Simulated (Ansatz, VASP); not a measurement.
# RuCl2 in VASP and in Ansatz

```
CELL_PARAMETERS angstrom
3.54969 0.00000 0.00000
-1.77485 3.07412 0.00000
0.00000 0.00000 5.72639
ATOMIC_POSITIONS crystal
Ru 0.00000 0.00000 0.00000
Cl 0.33333 0.66667 0.25200
Cl 0.66667 0.33333 0.74800
```

Alike in both runs: task single point; functional PBE; k mesh 9 × 9 × 5; occupations fermi-dirac, width 0.05 eV; no spin polarisation.

```csv
,VASP,Ansatz
version,VASP 6.6.1,Ansatz 0.2.0
potentials or method,"VASP PAW PBE potentials, release 64 (Ru_pv, Cl)",Ansatz PAW
plane-wave cutoff (eV),520,420
valence electrons in the cell,28,30
```

Ansatz gave:

```
gap on the k mesh at the Fermi level (eV)                     : 0.60
least direct gap on the mesh (eV)                             : 0.79
pressure (GPa)                                                : -5.9
traceless stress, the component that is largest in VASP (GPa) : -3.36
rms of the force components (eV/Å)                            : 0.763
```

Which values does VASP return?

gap on the k mesh at the Fermi level (eV): 0.60; least direct gap on the mesh (eV): 0.79; pressure (GPa): -6.0; traceless stress, the component that is largest in VASP (GPa): -3.32; rms of the force components (eV/Å): 0.762.

Atom by atom the forces differ by 0.001 eV/Å (rms over components). VASP's potentials hold 28 valence electrons a cell and Ansatz's 30, so a difference there can come from the potentials and not from the codes.

Noted on Ansatz's run: odd divisions of the mesh miss points on the zone boundary, where band edges often lie, so the gap on the mesh can be too wide.
